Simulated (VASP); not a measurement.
# MgS in VASP: single point with PBE

Aim: the single point of MgS with PBE.

Program: VASP 6.6.1. These are calculated values, not measurements. Logs are shortened: lines on timing, memory, paths and dates and some standing lists are left out, and cuts for length are marked.

## Step 1: The cell of the first run

The cell holds a wire with vacuum, 8 atoms: a = 11.100 Å, b = 13.000 Å, c = 4.786 Å, α = 90.00°, β = 90.00°, γ = 90.00°.

## Step 2: Single point, PBE, non-collinear spin, zero start, spin-orbit coupling

The input, INCAR:

```
PREC     = Accurate       # precision mode
ENCUT    = 520            # plane-wave cutoff, eV
EDIFF    = 1E-6           # SCF threshold, eV
ISMEAR   = 0              # smearing method
SIGMA    = 0.05           # smearing width, eV
LREAL    = F              # projectors in reciprocal space
LASPH    = T              # aspherical terms in the spheres
NELM     = 150            # most SCF steps
ALGO     = Normal         # electronic algorithm
ISIF     = 2              # what is computed and relaxed
LWAVE    = F              # write WAVECAR
LCHARG   = F              # write CHGCAR
MAGMOM   = 0 0 0 0 0 0 0 0 0 0 0 0 0 0 0 0 0 0 0 0 0 0 0 0 # initial moments
LORBIT   = 11             # projections on sites
LSORBIT  = T              # spin-orbit coupling
GGA_COMPAT= F            
LORBMOM  = T            
GGA      = PE             # functional
NBANDS   = 50             # bands
```

The input, KPOINTS:

```
regular mesh
0
Gamma
  1 1 4
```

The input, POSCAR:

```
MgS
1.0
   11.1000000000      0.0000000000      0.0000000000
    0.0000000000     13.0000000000      0.0000000000
    0.0000000000      0.0000000000      4.7855830973
Mg S
4 4
Direct
    0.3597422439      0.5000000000      0.1668400725
    0.6402577561      0.5000000000      0.1664932609
    0.5000000000      0.6196556371      0.6666666667
    0.5000000000      0.3803443629      0.6666666667
    0.3189876059      0.5000000000      0.6667688829
    0.6810123941      0.5000000000      0.6665644504
    0.5000000000      0.3453397515      0.1666666667
    0.5000000000      0.6546602485      0.1666666667
```

Potentials or basis: VASP PAW PBE potentials, release 64 (Mg, S).

Started as:

```bash
> cat potpaw_PBE.64/Mg/POTCAR potpaw_PBE.64/S/POTCAR > POTCAR
> mpirun -np 1 vasp_ncl > vasp.out
```

OUTCAR:

```text
PREC = Accurate
   ENCUT = 520
   EDIFF = 1E-6
   ISMEAR = 0
   LREAL = F
   LASPH = T
   NELM = 150
   ISIF = 2
   LORBIT = 11
   LSORBIT = T
   GGA = PE

 ion  position               nearest neighbor table
   1  0.360  0.500  0.167-   5 2.43   5 2.44   8 2.54   7 2.54   2 3.11   3 3.25   4 3.25   4 3.25
                             3 3.25
   2  0.640  0.500  0.166-   6 2.43   6 2.44   7 2.54   8 2.54   1 3.11   4 3.25   3 3.25   4 3.25
                             3 3.25
   3  0.500  0.620  0.667-   8 2.44   8 2.44   5 2.54   6 2.54   4 3.11   2 3.25   1 3.25   1 3.25
                             2 3.25
   4  0.500  0.380  0.667-   7 2.44   7 2.44   5 2.54   6 2.54   3 3.11   2 3.25   1 3.25   1 3.25
                             2 3.25
   5  0.319  0.500  0.667-   1 2.43   1 2.44   3 2.54   4 2.54
   6  0.681  0.500  0.667-   2 2.43   2 2.44   4 2.54   3 2.54
   7  0.500  0.345  0.167-   4 2.44   4 2.44   1 2.54   2 2.54
   8  0.500  0.655  0.167-   3 2.44   3 2.44   1 2.54   2 2.54

  LATTYP: Found a simple orthorhombic cell.
 ALAT       =     4.7855830973
 B/A-ratio  =     2.3194665675
 C/A-ratio  =     2.7164923763

  Lattice vectors:

 A1 = (   0.0000000000,   0.0000000000,   4.7855830973)
 A2 = (  11.1000000000,   0.0000000000,   0.0000000000)
 A3 = (   0.0000000000,  13.0000000000,   0.0000000000)

Analysis of symmetry for initial positions (statically):
=====================================================================
 Subroutine PRICEL returns:
 Original cell was already a primitive cell.

 Routine SETGRP: Setting up the symmetry group for a
 simple orthorhombic supercell.

 Subroutine GETGRP returns: Found  4 space group operations
 (whereof  2 operations were pure point group operations)
 out of a pool of  8 trial point group operations.

The static configuration has the point symmetry C_1h.
 The point group associated with its full space group is C_2h.

Analysis of symmetry for dynamics (positions and initial velocities):
=====================================================================
 Subroutine PRICEL returns:
 Original cell was already a primitive cell.

 Routine SETGRP: Setting up the symmetry group for a
 simple orthorhombic supercell.

 Subroutine GETGRP returns: Found  4 space group operations
 (whereof  2 operations were pure point group operations)
 out of a pool of  8 trial point group operations.

The dynamic configuration has the point symmetry C_1h.
 The point group associated with its full space group is C_2h.

Analysis of structural, dynamic, and magnetic symmetry:
=====================================================================
 Subroutine PRICEL returns:
 Original cell was already a primitive cell.

[... 360 lines left out ...]
  3        -0.000  -0.000  -0.000
  4        -0.000  -0.000  -0.000
  5        -0.000   0.000  -0.000
  6        -0.000   0.000  -0.000
  7        -0.000   0.000  -0.000
  8        -0.000   0.000  -0.000
 ----------------------------------------
           -0.000  -0.000  -0.000

 orbital moment (z)

 # of ion     p       d       tot
 ----------------------------------------
  1         0.000   0.000   0.000
  2         0.000  -0.000  -0.000
  3         0.000  -0.000  -0.000
  4         0.000  -0.000  -0.000
  5         0.000   0.000   0.000
  6         0.000   0.000   0.000
  7         0.000   0.000   0.000
  8         0.000   0.000   0.000
 ----------------------------------------
            0.000  -0.000  -0.000

 Spin-Orbit-Coupling matrix elements

 Ion:    1  E_soc:     -0.0000452
 l=   1
     0.0000000    -0.0000077    -0.0000066
    -0.0000077     0.0000000    -0.0000082
    -0.0000066    -0.0000082     0.0000000
 l=   2
     0.0000000    -0.0000000     0.0000000    -0.0000000    -0.0000000
    -0.0000000     0.0000000    -0.0000000     0.0000000     0.0000000
     0.0000000    -0.0000000     0.0000000    -0.0000000     0.0000000
    -0.0000000     0.0000000    -0.0000000     0.0000000     0.0000000
    -0.0000000     0.0000000     0.0000000     0.0000000     0.0000000
 l=   3
     0.0000000     0.0000000     0.0000000     0.0000000     0.0000000     0.0000000     0.0000000
     0.0000000     0.0000000     0.0000000     0.0000000     0.0000000     0.0000000     0.0000000
     0.0000000     0.0000000     0.0000000     0.0000000     0.0000000     0.0000000     0.0000000
     0.0000000     0.0000000     0.0000000     0.0000000     0.0000000     0.0000000     0.0000000
[... 129 lines left out ...]
 l=   2
     0.0000000     0.0000000     0.0000000     0.0000000     0.0000000
     0.0000000     0.0000000     0.0000000     0.0000000     0.0000000
     0.0000000     0.0000000     0.0000000     0.0000000     0.0000000
     0.0000000     0.0000000     0.0000000     0.0000000     0.0000000
     0.0000000     0.0000000     0.0000000     0.0000000     0.0000000
 l=   3
     0.0000000     0.0000000     0.0000000     0.0000000     0.0000000     0.0000000     0.0000000
     0.0000000     0.0000000     0.0000000     0.0000000     0.0000000     0.0000000     0.0000000
     0.0000000     0.0000000     0.0000000     0.0000000     0.0000000     0.0000000     0.0000000
     0.0000000     0.0000000     0.0000000     0.0000000     0.0000000     0.0000000     0.0000000
     0.0000000     0.0000000     0.0000000     0.0000000     0.0000000     0.0000000     0.0000000
     0.0000000     0.0000000     0.0000000     0.0000000     0.0000000     0.0000000     0.0000000
     0.0000000     0.0000000     0.0000000     0.0000000     0.0000000     0.0000000     0.0000000

 total charge

# of ion       s       p       d       tot
------------------------------------------
    1        0.158   0.138   0.040   0.336
    2        0.158   0.138   0.040   0.336
    3        0.158   0.138   0.040   0.336
    4        0.158   0.138   0.040   0.336
    5        1.318   2.467   0.000   3.784
    6        1.318   2.467   0.000   3.784
    7        1.318   2.466   0.000   3.784
    8        1.318   2.466   0.000   3.784
--------------------------------------------------
tot          5.903  10.417   0.159  16.480

 magnetization (x)

# of ion       s       p       d       tot
------------------------------------------
    1        0.000   0.000   0.000   0.000
    2        0.000   0.000   0.000   0.000
    3        0.000  -0.000   0.000  -0.000
    4       -0.000   0.000   0.000   0.000
    5        0.000   0.000   0.000   0.000
    6        0.000   0.000   0.000   0.000
    7        0.000   0.000   0.000   0.000
    8        0.000   0.000   0.000   0.000
--------------------------------------------------
tot          0.000   0.000   0.000   0.000

 magnetization (y)

# of ion       s       p       d       tot
------------------------------------------
    1        0.000   0.000   0.000   0.000
    2        0.000   0.000   0.000   0.000
    3        0.000   0.000   0.000   0.000
    4        0.000   0.000   0.000   0.000
    5        0.000   0.000   0.000   0.000
    6        0.000   0.000   0.000   0.000
    7       -0.000  -0.000   0.000  -0.000
    8       -0.000  -0.000   0.000  -0.000
--------------------------------------------------
tot          0.000  -0.000   0.000  -0.000

 magnetization (z)

# of ion       s       p       d       tot
------------------------------------------
    1        0.000   0.000   0.000   0.000
    2        0.000   0.000   0.000   0.000
    3       -0.000   0.000   0.000  -0.000
    4        0.000   0.000  -0.000   0.000
    5        0.000   0.000   0.000   0.000
    6        0.000   0.000   0.000   0.000
    7        0.000  -0.000   0.000  -0.000
    8       -0.000   0.000   0.000   0.000
--------------------------------------------------
tot          0.000   0.000   0.000   0.000
```

stdout:

```text
POSCAR found type information on POSCAR MgS
 POSCAR found :  2 types and       8 ions
 scaLAPACK will be used
 LDA part: xc-table for (Slater+PW92), standard interpolation
 POSCAR, INCAR and KPOINTS ok, starting setup
 FFT: planning ... GRIDC
 FFT: planning ... GRID_SOFT
 FFT: planning ... GRID
 WAVECAR not read
 entering main loop
```

Wall time 21 min (1 thread of Oxide Virtual Turin-like, shared host); peak memory 1.6 GiB.

Results:

```
Free energy                                           : -31.5532 eV
Largest force                                         : 0.033 eV/Å
Net moment                                            : 0.00 μB per cell
Valence electrons inside the program's atomic spheres : Mg 0.34; S 3.78
```

Forces in eV/Å, atoms in the order of the input:
```
Mg   0.032  0.000 -0.004
Mg  -0.032  0.000  0.004
Mg   0.000 -0.021  0.000
Mg   0.000  0.021  0.000
S   -0.004  0.000  0.001
S    0.004  0.000 -0.001
S    0.000  0.007  0.000
S    0.000 -0.007  0.000
```

Moments on the atoms (μB; x, y, z):
```
Mg  0.00 0.00 0.00
Mg  0.00 0.00 0.00
Mg  0.00 0.00 0.00
Mg  0.00 0.00 0.00
S   0.00 0.00 0.00
S   0.00 0.00 0.00
S   0.00 0.00 0.00
S   0.00 0.00 0.00
```
